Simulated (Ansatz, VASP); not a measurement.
One calculation of CuO, two programs

```
Cu O
1.0
     0.00000    2.22239    2.11656
     2.22239    0.00000    2.11656
     2.22239    2.22239    0.00000
Cu O
1 1
Direct
  0.00000 0.00000 0.00000
  0.50000 0.50000 0.50000
```

Change from the starting cell: strain +0.050 along x and y, +0.000 along z, atoms carried along.

Alike in both runs: task single point; functional PBE; k mesh 20 × 20 × 20; occupations gaussian, width 0.15 eV; no spin polarisation.

|  | VASP | Ansatz |
| --- | --- | --- |
| version | VASP 6.6.1 | Ansatz 0.2.0 |
| potentials or method | VASP PAW PBE potentials, release 64 (Cu_sv_GW, O), cutoff 700 eV | scalar-relativistic, plane waves, PAW |
| valence electrons in the cell | 25 | 25 |

|  | VASP | Ansatz | Ansatz less VASP |
| --- | --- | --- | --- |
| gap on the k mesh at the Fermi level (eV) | none | none | - |
| pressure (GPa) | -14.7 | -12.4 | +2.37 |
| traceless stress, the component that is largest in VASP (GPa) | -0.42 | -0.42 | -0.003 |

A gap of «none» marks a metal or a gap that the smearing closes.
